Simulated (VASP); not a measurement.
# Sc3B2Sb (P-6m2) in VASP: notebook, part 2 of 3

VASP 6.6.1. Earlier steps stand in the parts before.

### 3 Single point, PBE

This run uses another cell than the first one, of 21.02 Å³/atom.

INCAR reads:

```
SYSTEM = Sc3B2Sb
  PREC = Accurate
  ENCUT = 520
  EDIFF = 1E-6
  ISMEAR = 0
  SIGMA = 0.1
  LREAL = .False.
  LASPH = .True.
  NELM = 80
  ALGO = Normal
  ISIF = 2
  LWAVE = .False.
  LCHARG = .False.
  GGA = PE
  NBANDS = 31
```

KPOINTS reads:

```
regular mesh
0
Gamma
  3 3 4
  0 0 0
```

POSCAR reads:

```
Sc3B2Sb
1.0
    6.7592705600     -0.0000000033      0.0000000000
   -3.3796352771      5.8537000177      0.0000000000
    0.0000000000      0.0000000000      3.1867913520
Sc B Sb
3 2 1
Direct
    0.4837674653      0.5162325347      0.0000000000
    0.4837674653      0.9675349305      0.0000000000
    0.0324650695      0.5162325347      0.0000000000
    0.6666666667      0.3333333333      0.0000000000
    0.6666666667      0.3333333333      0.5000000000
    0.0000000000      0.0000000000      0.0000000000
```

Potentials or basis: VASP PAW PBE potentials, release 64 (Sc_sv, B, Sb).

On the command line:

```console
$ cat potpaw_PBE.64/Sc_sv/POTCAR potpaw_PBE.64/B/POTCAR potpaw_PBE.64/Sb/POTCAR > POTCAR
$ mpirun -np 1 vasp_std > vasp.out
```

OUTCAR:

```text
SYSTEM = Sc3B2Sb
   PREC = Accurate
   ENCUT = 520
   EDIFF = 1E-6
   ISMEAR = 0
   LREAL = .False.
   LASPH = .True.
   NELM = 80
   ISIF = 2
   GGA = PE

 ion  position               nearest neighbor table
   1  0.484  0.516  0.000-   4 2.14   5 2.67   5 2.67   3 3.05   2 3.05   6 3.38   6 3.38
   2  0.484  0.968  0.000-   4 2.14   5 2.67   5 2.67   1 3.05   3 3.05   6 3.38   6 3.38
   3  0.032  0.516  0.000-   4 2.14   5 2.67   5 2.67   1 3.05   2 3.05   6 3.38   6 3.38
   4  0.667  0.333  0.000-   5 1.59   5 1.59   1 2.14   3 2.14   2 2.14
   5  0.667  0.333  0.500-   4 1.59   4 1.59   1 2.67   1 2.67   3 2.67   3 2.67   2 2.67   2 2.67

   6  0.000  0.000  0.000-   2 3.38   3 3.38   1 3.38   1 3.38   2 3.38   3 3.38

  LATTYP: Found a hexagonal cell.
 ALAT       =     6.7592705600
 C/A-ratio  =     0.4714697131

  Lattice vectors:

 A1 = (   6.7592705600,  -0.0000000033,   0.0000000000)
 A2 = (  -3.3796352771,   5.8537000177,   0.0000000000)
 A3 = (   0.0000000000,   0.0000000000,   3.1867913520)

Analysis of symmetry for initial positions (statically):
=====================================================================
 Subroutine PRICEL returns:
 Original cell was already a primitive cell.

 Routine SETGRP: Setting up the symmetry group for a
 hexagonal supercell.

 Subroutine GETGRP returns: Found 12 space group operations
 (whereof 12 operations were pure point group operations)
 out of a pool of 24 trial point group operations.

The static configuration has the point symmetry D_3h.

Analysis of symmetry for dynamics (positions and initial velocities):
=====================================================================
 Subroutine PRICEL returns:
 Original cell was already a primitive cell.

 Routine SETGRP: Setting up the symmetry group for a
[... 116 lines left out ...]
   IMIX   =      4    mixing-type and parameters
     AMIX     =   0.40;   BMIX     =  1.00
     AMIX_MAG =   1.60;   BMIX_MAG =  1.00
  volume/ion in A,a.u.               =      21.02       141.82
  Fermi-wavevector in a.u.,A,eV,Ry     =   1.152562  2.178027 18.073978  1.328400
  Thomas-Fermi vector in A             =   2.289212
   LORBIT       =      0    0 simple, 1 ext, 2 COOP (PROOUT), +10 PAW based schemes
   GGA     = PE    functional components
   LHFCALC =     F    Hartree Fock is set to
   AEXX    =    0.0000 exact exchange contribution
   IVDW    =     0    specifies the selected vdW correction
   LEPSILON=     F    determine dielectric tensor
   LRPA    =     F    only Hartree local field effects (RPA)
 non-spin polarized calculation
 Gauss-broadening in eV      SIGMA  =   0.10
  energy-cutoff  :      520.00
  volume of cell :      126.09
 maximum number of plane-waves:      3444
 NGX is ok and might be reduce to    50
   NGX = 25   NGY = 25   NGZ = 11

 number of electron      44.0000010 magnetization

 Free energy of the ion-electron system (eV)
  ---------------------------------------------------
  ext. energy  EPLUGINS =         0.00000000
  ---------------------------------------------------
  free energy    TOTEN  =       -35.95118821 eV

  energy without entropy =      -35.94325243  energy(sigma->0) =      -35.94722032

 E-fermi :   4.2888     XC(G=0):  -9.6742

 val. band max:        4.2378004130   @ k =   0.0000   0.0000   0.0000
 cond. band min:       4.3601081957   @ k =   0.3333   0.3333   0.2500
 fundamental gap:      0.1223077827
 Fermi energy:         4.2887569751

 k-point     1 :       0.0000    0.0000    0.0000
  band No.  band energies     occupation
      1     -45.3907      2.00000
      2     -45.3537      2.00000
      3     -45.3537      2.00000
      4     -24.1863      2.00000
      5     -24.1863      2.00000
      6     -24.1816      2.00000
[... 295 lines left out ...]
     30       6.8239      0.00000
     31       7.2900      0.00000

------------------------ aborting loop because EDIFF is reached ----------------------------------------

  FORCE on cell =-STRESS in cart. coord.  units (eV):
  Direction    XX          YY          ZZ          XY          YZ          ZX
  --------------------------------------------------------------------------------------
  -------------------------------------------------------------------------------------
  Total        0.1901138      0.1901138      0.0539702      0.0000000     -0.0000000      0.0000000
  in kB        2.4156844      2.4156844      0.6857739      0.0000000     -0.0000000      0.0000000
  external PRESSURE =       1.8390476 kB  Pullay stress =       0.0000000 kB

 VOLUME and BASIS-vectors are now :
 -----------------------------------------------------------------------------
  energy-cutoff  :      520.00
  volume of cell :      126.09
      direct lattice vectors                 reciprocal lattice vectors
     6.759270560 -0.000000003  0.000000000     0.147944958  0.085416061  0.000000000
    -3.379635277  5.853700018  0.000000000     0.000000000  0.170832123  0.000000000
     0.000000000  0.000000000  3.186791352     0.000000000  0.000000000  0.313795253

 POSITION                                       TOTAL-FORCE (eV/Angst)
 -----------------------------------------------------------------------------------
      1.52524      3.02187      0.00000        -0.028803      0.016629     -0.000000
      0.00000      5.66366      0.00000        -0.000000     -0.033259      0.000000
     -1.52524      3.02187      0.00000         0.028803      0.016629     -0.000000
      3.37964      1.95123      0.00000         0.000000     -0.000000     -0.000000
      3.37964      1.95123      1.59340        -0.000000     -0.000000     -0.000000
      0.00000      0.00000      0.00000         0.000000     -0.000000     -0.000000
 -----------------------------------------------------------------------------------
    total drift:                               -0.000003      0.000002      0.000000

  FREE ENERGIE OF THE ION-ELECTRON SYSTEM (eV)
  ---------------------------------------------------
  free  energy   TOTEN  =       -35.9511882128 eV

  energy  without entropy=      -35.9432524297  energy(sigma->0) =      -35.94722032
```

stdout:

```text
POSCAR found type information on POSCAR ScB Sb
 POSCAR found :  3 types and       6 ions
 scaLAPACK will be used
 LDA part: xc-table for (Slater+PW92), standard interpolation
 POSCAR, INCAR and KPOINTS ok, starting setup
 FFT: planning ... GRIDC
 FFT: planning ... GRID_SOFT
 FFT: planning ... GRID
 WAVECAR not read
 entering main loop
```

It took 32 s on 1 thread of Intel Xeon Platinum 8488C (Sapphire Rapids), shared host; peak memory 0.24 GiB.

Results:

| Quantity | Value |
| --- | --- |
| Free energy | -35.9512 eV |
| Pressure | 0.2 GPa |
| Largest force | 0.033 eV/Å |
| Band gap on the k mesh | zero (bands 22 and 23 overlap by 0.95 eV) |

Forces on the atoms (eV/Å):
```
Sc  -0.029  0.017  0.000
Sc   0.000 -0.033  0.000
Sc   0.029  0.017  0.000
B    0.000  0.000  0.000
B    0.000  0.000  0.000
Sb   0.000  0.000  0.000
```

Caveat: the k points lie up to 0.49 Å⁻¹ apart, too coarse for converged energies and pressures of a metal; spin-orbit coupling is left out, which moves the levels of the heavy elements.

(Part 2 of 3 ends here.)
